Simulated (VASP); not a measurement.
# TlCl (Pm-3m) in VASP: further runs, part 2 of 2

VASP 6.6.1. Earlier steps stand in the parts before.

### Step 3. Single point, PBE (volume scaled by 0.98)

INCAR reads:

```
SYSTEM = TlCl
ALGO = Normal ; EDIFF = 1E-6
ENCUT = 500 ; GGA = PE
GGA_COMPAT = .False. ; ISIF = 2
ISMEAR = -1 ; LASPH = .True.
LCHARG = .False. ; LREAL = .False.
LWAVE = .False. ; NBANDS = 17
NELM = 120 ; PREC = Accurate
SIGMA = 0.02
```

KPOINTS reads:

```
k-points
0
Gamma
  8 8 8
  0 0 0
```

POSCAR reads:

```
TlCl
1.0
    3.8082676810      0.0000000000      0.0000000000
    0.0000000000      3.8082676810      0.0000000000
    0.0000000000      0.0000000000      3.8082676810
Tl Cl
1 1
Direct
    0.0000000000      0.0000000000      0.0000000000
    0.5000000000      0.5000000000      0.5000000000
```

Potentials or basis: VASP PAW PBE potentials, release 64 (Tl_d, Cl).

The run is started by

```console
> cat potpaw_PBE.64/Tl_d/POTCAR potpaw_PBE.64/Cl/POTCAR > POTCAR
> mpirun -np 1 vasp_std > vasp.out
```

OUTCAR:

```text
SYSTEM = TlCl
   EDIFF = 1E-6
   ENCUT = 500
   GGA = PE
   ISIF = 2
   ISMEAR = -1
   LASPH = .True.
   LREAL = .False.
   NELM = 120
   PREC = Accurate

 ion  position               nearest neighbor table
   1  0.000  0.000  0.000-   2 3.30   2 3.30   2 3.30   2 3.30   2 3.30   2 3.30   2 3.30   2 3.30

   2  0.500  0.500  0.500-   1 3.30   1 3.30   1 3.30   1 3.30   1 3.30   1 3.30   1 3.30   1 3.30

  LATTYP: Found a simple cubic cell.
 ALAT       =     3.8082676810

  Lattice vectors:

[... 667 lines left out ...]
------------------------ aborting loop because EDIFF is reached ----------------------------------------

  FORCE on cell =-STRESS in cart. coord.  units (eV):
  Direction    XX          YY          ZZ          XY          YZ          ZX
  --------------------------------------------------------------------------------------
  -------------------------------------------------------------------------------------
  Total        0.6264354      0.6264354      0.6264354      0.0000000      0.0000000      0.0000000
  in kB       18.1720740     18.1720740     18.1720740      0.0000000      0.0000000      0.0000000
  external PRESSURE =      18.1720740 kB  Pullay stress =       0.0000000 kB

 VOLUME and BASIS-vectors are now :
 -----------------------------------------------------------------------------
  energy-cutoff  :      500.00
  volume of cell :       55.23
      direct lattice vectors                 reciprocal lattice vectors
     3.808267681  0.000000000  0.000000000     0.262586584  0.000000000  0.000000000
     0.000000000  3.808267681  0.000000000     0.000000000  0.262586584  0.000000000
     0.000000000  0.000000000  3.808267681     0.000000000  0.000000000  0.262586584

 POSITION                                       TOTAL-FORCE (eV/Angst)
 -----------------------------------------------------------------------------------
      0.00000      0.00000      0.00000         0.000000      0.000000      0.000000
      1.90413      1.90413      1.90413         0.000000      0.000000      0.000000
 -----------------------------------------------------------------------------------
    total drift:                               -0.000000      0.000000      0.000000

  FREE ENERGIE OF THE ION-ELECTRON SYSTEM (eV)
  ---------------------------------------------------
  free  energy   TOTEN  =        -5.9933041659 eV

  energy  without entropy=       -5.9933041659  energy(sigma->0) =       -5.99330417
```

stdout:

```text
POSCAR found type information on POSCAR TlCl
 POSCAR found :  2 types and       2 ions
 scaLAPACK will be used
 LDA part: xc-table for (Slater+PW92), standard interpolation
 POSCAR, INCAR and KPOINTS ok, starting setup
 FFT: planning ... GRIDC
 FFT: planning ... GRID_SOFT
 FFT: planning ... GRID
 WAVECAR not read
 entering main loop
```

It used 32 s of CPU time on 1 thread of AMD EPYC 7R13 Processor (Zen 3) (shared host).

What came out:

| Property | Result |
| --- | --- |
| Free energy | -5.9933 eV |
| Pressure | 1.8 GPa |
| Band gap on the k mesh | 2.03 eV, direct |

Caveat: the cell differs from its parent crystal (volume scaled by 0.98); spin-orbit coupling is left out, which moves the levels of the heavy elements. A k mesh can miss the band edges.

### Step 4. Single point, PBE

This run uses another cell than the first one, of 28.18 Å³/atom, 1.042 times its volume.

INCAR reads:

```
ALGO     = Normal         # electronic algorithm
EDIFF    = 1E-6           # SCF threshold, eV
ENCUT    = 500            # plane-wave cutoff, eV
GGA      = PE             # functional
GGA_COMPAT= F            
ISIF     = 2              # what is computed and relaxed
ISMEAR   = -1             # smearing method
LASPH    = T              # aspherical terms in the spheres
LCHARG   = T              # write CHGCAR
LELF     = T              # ELF
LREAL    = F              # projectors in reciprocal space
LVHAR    = T            
LWAVE    = F              # write WAVECAR
NBANDS   = 17             # bands
NELM     = 120            # most SCF steps
PREC     = Accurate       # precision mode
SIGMA    = 0.02           # smearing width, eV
```

KPOINTS reads:

```
k-points
0
Gamma
  8 8 8
```

POSCAR reads:

```
TlCl
1.0
    3.8340000000      0.0000000000      0.0000000000
    0.0000000000      3.8340000000      0.0000000000
    0.0000000000      0.0000000000      3.8340000000
Tl Cl
1 1
Direct
    0.0000000000      0.0000000000      0.0000000000
    0.5000000000      0.5000000000      0.5000000000
```

The run is started by

```console
> cat potpaw_PBE.64/Tl_d/POTCAR potpaw_PBE.64/Cl/POTCAR > POTCAR
> mpirun -np 1 vasp_std > vasp.out
```

It used 29 s of CPU time on 1 thread of AMD EPYC 7R13 Processor (Zen 3) (shared host).

Results (log left out):

```
Free energy            : -6.0044 eV
Pressure               : 1.2 GPa
Band gap on the k mesh : 2.08 eV, direct
```

Levels at points of the mesh, in eV from the valence-band top:
```tsv
k point	band 8	band 9	band 10	band 11	band 12	band 13
(0.00, 0.00, 0.00)	-1.53	-1.53	-1.53	7.82	7.82	7.82
(0.50, 0.00, 0.00)	-1.10	-1.10	0.00	2.08	6.57	6.57
(0.50, 0.50, 0.00)	-2.99	-2.99	-1.05	4.89	4.89	8.44
(0.50, 0.50, 0.50)	-2.02	-2.02	-2.02	2.54	2.54	2.54
```

Caveat: spin-orbit coupling is left out, which moves the levels of the heavy elements.

### Step 5. Single point, PBE (volume scaled by 1.02)

INCAR reads:

```
ALGO = Normal ; EDIFF = 1E-6
ENCUT = 500 ; GGA = PE
GGA_COMPAT = False ; ISIF = 2
ISMEAR = -1 ; LASPH = True
LCHARG = False ; LREAL = False
LWAVE = False ; NBANDS = 17
NELM = 120 ; PREC = Accurate
SIGMA = 0.02
```

KPOINTS is that of step 4.

POSCAR reads:

```
TlCl
1.0
    3.8593914684      0.0000000000      0.0000000000
    0.0000000000      3.8593914684      0.0000000000
    0.0000000000      0.0000000000      3.8593914684
Tl Cl
1 1
Direct
    0.0000000000      0.0000000000      0.0000000000
    0.5000000000      0.5000000000      0.5000000000
```

The run is started by

```console
> cat potpaw_PBE.64/Tl_d/POTCAR potpaw_PBE.64/Cl/POTCAR > POTCAR
> mpirun -np 1 vasp_std > vasp.out
```

It used 27 s of CPU time on 1 thread of AMD EPYC 7R13 Processor (Zen 3), on a shared host.

It converged, with:

- Free energy: -6.0115 eV
- Pressure: 0.7 GPa
- Band gap on the k mesh: 2.13 eV, direct

Levels at points of the mesh, in eV from the valence-band top:
| k point | band 8 | band 9 | band 10 | band 11 | band 12 | band 13 |
| --- | --- | --- | --- | --- | --- | --- |
| (0.00, 0.00, 0.00) | -1.44 | -1.44 | -1.44 | 7.75 | 7.75 | 7.75 |
| (0.50, 0.00, 0.00) | -1.02 | -1.02 | 0.00 | 2.13 | 6.57 | 6.57 |
| (0.50, 0.50, 0.00) | -2.85 | -2.85 | -0.98 | 4.87 | 4.87 | 8.39 |
| (0.50, 0.50, 0.50) | -1.92 | -1.92 | -1.92 | 2.62 | 2.62 | 2.62 |

Caveat: the cell differs from its parent crystal (volume scaled by 1.02); spin-orbit coupling is left out, which moves the levels of the heavy elements. A k mesh can miss the band edges.

### Step 6. The runs side by side

```csv
cell,gap on the mesh (eV),pressure (GPa)
"a = 3.782 Å, 2 atoms",1.98,2.5
"a = 3.808 Å, 2 atoms",2.03,1.8
"a = 3.834 Å, 2 atoms",2.08,1.2
"a = 3.859 Å, 2 atoms",2.13,0.7
```

Alike in all rows: task single point; level PBE; potentials or basis VASP PAW PBE potentials, release 64 (Tl_d, Cl); no spin polarisation; k mesh 8 × 8 × 8; cutoff (eV) 500; smearing fermi-dirac 0.02 eV.

Caveats: spin-orbit coupling is left out, which moves the levels of the heavy elements.

Total energies depend on the potentials used, so only differences within one code and one set of settings carry meaning.
